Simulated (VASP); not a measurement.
# Al (P6_3/mmc) in VASP: further runs, part 2 of 2

VASP 6.6.1. Earlier steps stand in the parts before.

## (3) Single point, LDA (volume scaled by 0.45)

File INCAR:

```
ALGO = Normal ; EDIFF = 1E-7
ENCUT = 520 ; GGA = CA
ISIF = 2 ; ISMEAR = -1
LASPH = True ; LCHARG = False
LREAL = False ; LWAVE = False
NBANDS = 10 ; NELM = 60
PREC = Accurate ; SIGMA = 0.08
```

File KPOINTS:

```
k-points
0
Gamma
  15 15 8
```

File POSCAR:

```
Al
1.0
    2.1721308786      0.0000000000      0.0000000000
   -1.0860654393      1.8811205212      0.0000000000
    0.0000000000      0.0000000000      3.5131486179
Al
2
Direct
    0.3333333333      0.6666666667      0.2500000000
    0.6666666667      0.3333333333      0.7500000000
```

Potentials or basis: VASP PAW LDA potentials, release 64 (Al).

Launch:

```
> cat potpaw_LDA.64/Al/POTCAR > POTCAR
> mpirun -np 1 vasp_std > vasp.out
```

OUTCAR:

```text
EDIFF = 1E-7
   ENCUT = 520
   GGA = CA
   ISIF = 2
   ISMEAR = -1
   LASPH = True
   LREAL = False
   NELM = 60
   PREC = Accurate

 ion  position               nearest neighbor table
   1  0.333  0.667  0.250-   2 2.16   2 2.16   2 2.16   2 2.16   2 2.16   2 2.16   2 3.06   2 3.06
                             2 3.06   2 3.06   2 3.06   2 3.06
   2  0.667  0.333  0.750-   1 2.16   1 2.16   1 2.16   1 2.16   1 2.16   1 2.16   1 3.06   1 3.06
                             1 3.06   1 3.06   1 3.06   1 3.06

  LATTYP: Found a hexagonal cell.
 ALAT       =     2.1721308786
 C/A-ratio  =     1.6173742809

  Lattice vectors:

 A1 = (   2.1721308786,   0.0000000000,   0.0000000000)
 A2 = (  -1.0860654393,   1.8811205212,   0.0000000000)
 A3 = (   0.0000000000,   0.0000000000,   3.5131486179)

Analysis of symmetry for initial positions (statically):
=====================================================================
 Subroutine PRICEL returns:
 Original cell was already a primitive cell.

 Routine SETGRP: Setting up the symmetry group for a
 hexagonal supercell.

 Subroutine GETGRP returns: Found 24 space group operations
 (whereof 12 operations were pure point group operations)
 out of a pool of 24 trial point group operations.

[... 166 lines left out ...]
 cond. band min:      19.6055319256   @ k =   0.4000   0.2000   0.1250
 fundamental gap:      0.0443407264
 Fermi energy:        19.5723907956

 k-point     1 :       0.0000    0.0000    0.0000
  band No.  band energies     occupation
      1       1.9632      2.00000
      2      11.8936      2.00000
      3      14.1329      2.00000
      4      35.6931      0.00000
      5      35.6931      0.00000
      6      37.1243      0.00000
      7      38.0578      0.00000
      8      38.0578      0.00000
      9      43.7254      0.00000
     10      43.7789      0.00000
[... 287 lines left out ...]
 k-point    24 :       0.4000    0.2000    0.0000
  band No.  band energies     occupation
      1      12.0204      2.00000
      2      13.0292      2.00000
      3      18.5659      1.99999
      4      20.7306      0.00000
      5      21.8244      0.00000
      6      24.1579      0.00000
      7      28.3138      0.00000
      8      31.1064      0.00000
      9      36.1458      0.00000
     10      44.1889      0.00000

 [... further k-points ...]
[... 5 lines left out ...]
  --------------------------------------------------------------------------------------
  -------------------------------------------------------------------------------------
  Total       30.3899290     30.3899290     30.3772156     -0.0000000     -0.0000000      0.0000000
  in kB     3391.8851224   3391.8851224   3390.4661526     -0.0000000     -0.0000000      0.0000000
  external PRESSURE =    3391.4121325 kB  Pullay stress =       0.0000000 kB

 VOLUME and BASIS-vectors are now :
 -----------------------------------------------------------------------------
  energy-cutoff  :      520.00
  volume of cell :       14.35
      direct lattice vectors                 reciprocal lattice vectors
     2.172130879  0.000000000  0.000000000     0.460377415  0.265799025  0.000000000
    -1.086065439  1.881120521  0.000000000     0.000000000  0.531598050  0.000000000
     0.000000000  0.000000000  3.513148618     0.000000000  0.000000000  0.284644946

 POSITION                                       TOTAL-FORCE (eV/Angst)
 -----------------------------------------------------------------------------------
     -0.00000      1.25408      0.87829        -0.000000     -0.000000      0.000000
      1.08607      0.62704      2.63486         0.000000      0.000000      0.000000
 -----------------------------------------------------------------------------------
    total drift:                                0.000000     -0.000000     -0.000000

  FREE ENERGIE OF THE ION-ELECTRON SYSTEM (eV)
  ---------------------------------------------------
  free  energy   TOTEN  =         1.1239566888 eV

  energy  without entropy=        1.1343233723  energy(sigma->0) =        1.12914003
```

OSZICAR:

```text
N       E                     dE             d eps       ncg     rms          rms(c)
DAV:   1     0.120295039041E+02    0.12030E+02   -0.27561E+03  2708   0.514E+02
DAV:   2     0.834888753642E+00   -0.11195E+02   -0.10835E+02  3830   0.772E+01
DAV:   3     0.661065588982E+00   -0.17382E+00   -0.17231E+00  3322   0.761E+00
DAV:   4     0.660707763632E+00   -0.35783E-03   -0.35781E-03  3174   0.400E-01
DAV:   5     0.660706712820E+00   -0.10508E-05   -0.10505E-05  3144   0.210E-02    0.698E+00
DAV:   6     0.956492822392E+00    0.29579E+00   -0.13198E-02  2854   0.860E-01    0.356E+00
DAV:   7     0.111974876677E+01    0.16326E+00   -0.20507E-02  2818   0.106E+00    0.496E-01
DAV:   8     0.112395319305E+01    0.42044E-02   -0.74482E-04  3404   0.182E-01    0.130E-01
DAV:   9     0.112395630189E+01    0.31088E-05   -0.38499E-06  3190   0.137E-02    0.602E-03
DAV:  10     0.112395668447E+01    0.38258E-06   -0.44418E-07  3142   0.354E-03    0.184E-03
DAV:  11     0.112395668878E+01    0.43074E-08   -0.97055E-09  1692   0.766E-04
   1 F= 0.11239567E+01 E0= 0.11291400E+01  d E =-.103667E-01
```

It took 5.5 s on 1 thread of Intel Xeon 6975P-C (Granite Rapids), shared host; peak memory 0.12 GiB.

Results:

```yaml
Free_energy: 1.1240 eV
Pressure: 339.1 GPa
Band_gap_on_the_k_mesh: zero (band 3 reaches 25.84 eV, above the bottom of band 4 at 15.38 eV)
```

Caveat: the cell differs from its parent crystal (volume scaled by 0.45).

## (4) Single point, LDA (volume scaled by 0.45, level accurate)

File INCAR:

```
SYSTEM = Al
PREC = Accurate
ENCUT = 520
EDIFF = 1E-6
ISMEAR = -1
SIGMA = 0.08
LREAL = .False.
LASPH = .True.
NELM = 100
ALGO = Normal
ISIF = 2
LWAVE = .False.
LCHARG = .False.
GGA = CA
NBANDS = 10
```

File KPOINTS:

```
regular mesh
0
Gamma
  15 15 8
  0 0 0
```

POSCAR is that of step 3.

Launch:

```
> cat potpaw_LDA.64/Al/POTCAR > POTCAR
> mpirun -np 1 vasp_std > vasp.out
```

It took 5.9 s on 1 thread of Intel Xeon 6975P-C (Granite Rapids), shared host; peak memory 0.12 GiB.

It converged, with:

```yaml
Free_energy: 1.1240 eV
Pressure: 339.1 GPa
Band_gap_on_the_k_mesh: zero (band 3 reaches 25.84 eV, above the bottom of band 4 at 15.38 eV)
```

Stress tensor (GPa, compression positive):
```
339.19   0.00   0.00
  0.00 339.19   0.00
  0.00   0.00 339.05
```

Levels at points of the mesh, in eV from the Fermi level:
| k point | band 1 | band 2 | band 3 | band 4 | band 5 | band 6 | band 7 | band 8 |
| --- | --- | --- | --- | --- | --- | --- | --- | --- |
| (0.00, 0.00, 0.00) | -17.61 | -7.68 | -5.44 | 16.12 | 16.12 | 17.55 | 18.49 | 18.49 |
| (0.00, 0.00, 0.50) | -14.71 | -14.71 | 5.80 | 5.80 | 17.09 | 17.09 | 17.09 | 17.09 |

Caveat: the cell differs from its parent crystal (volume scaled by 0.45, level accurate).

## (5) Single point, LDA

This run uses another cell than the first one, of 8.29 Å³/atom, 1.156 times its volume.

File INCAR:

```
SYSTEM = Al
PREC = Accurate
ENCUT = 520
EDIFF = 1E-7
ISMEAR = -1
SIGMA = 0.08
LREAL = .FALSE.
LASPH = .TRUE.
NELM = 100
ALGO = Normal
ISIF = 2
LWAVE = .FALSE.
LCHARG = .FALSE.
NBANDS = 10
```

File KPOINTS:

```
Automatic mesh
0
G
  15 15 8
  0 0 0
```

File POSCAR:

```
Al
1.0
    2.2765898919      0.0000000000      0.0000000000
   -1.1382949460      1.9715846804      0.0000000000
    0.0000000000      0.0000000000      3.6956405577
Al
2
Direct
    0.3333333333      0.6666666667      0.2500000000
    0.6666666667      0.3333333333      0.7500000000
```

Launch:

```
> cat potpaw_LDA.64/Al/POTCAR > POTCAR
> mpirun -np 1 vasp_std > vasp.out
```

Wall time 8.3 s (1 thread of Intel Xeon 6975P-C (Granite Rapids), shared host); peak memory 0.12 GiB.

The run converged. Its results:

| Item | Value |
| --- | --- |
| Free energy | -2.6137 eV |
| Pressure | 208.8 GPa |
| Band gap on the k mesh | zero (band 3 reaches 22.85 eV, above the bottom of band 4 at 12.99 eV) |

Stress tensor (GPa, compression positive):
```
208.86   0.00   0.00
  0.00 208.86   0.00
  0.00   0.00 208.65
```

Levels at points of the mesh, in eV from the Fermi level:
```
           k point  band 1  band 2  band 3  band 4  band 5  band 6  band 7
(0.00, 0.00, 0.00)  -16.44   -7.27   -5.31   15.12   15.12   16.37   16.94
(0.00, 0.00, 0.50)  -13.81  -13.81    5.25    5.25   16.06   16.06   16.06
```
